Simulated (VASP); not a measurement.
A run of VASP 6.6.1 is set up as follows.

File INCAR:

```
SYSTEM = N
PREC = Accurate ; ENCUT = 520
EDIFF = 1E-6 ; ISMEAR = -1
SIGMA = 0.02 ; LREAL = .False.
LASPH = .True. ; NELM = 100
ALGO = Normal ; ISIF = 2
LWAVE = .False. ; LCHARG = .True.
LELF = .True. ; LVHAR = .True.
NBANDS = 12
```

The input KPOINTS:

```
regular mesh
0
Gamma
  12 12 11
  0 0 0
```

The input POSCAR:

```
N
1.0
    2.5194737886      0.0000000000      0.0000000000
   -1.2597368943      2.1819283051      0.0000000000
    0.0000000000      0.0000000000      2.4460020000
N
2
Direct
    0.3333333333      0.6666666667      0.7500000000
    0.6666666667      0.3333333333      0.2500000000
```

Potentials or basis: VASP PAW LDA potentials, release 64 (N).

Run with:

```console
$ cat potpaw_LDA.64/N/POTCAR > POTCAR
$ mpirun -np 1 vasp_std > vasp.out
```

Task: What does it give for the band gap on the k mesh?

Result: Zero (bands 5 and 6 overlap by 4.22 eV).

Task: What does it give for the pressure?

Result: -7.0 GPa.

Stress tensor (GPa, compression positive):
```
 -2.59   0.00   0.00
  0.00  -2.59   0.00
  0.00   0.00 -15.74
```

Caveat: the cell stands under tension.
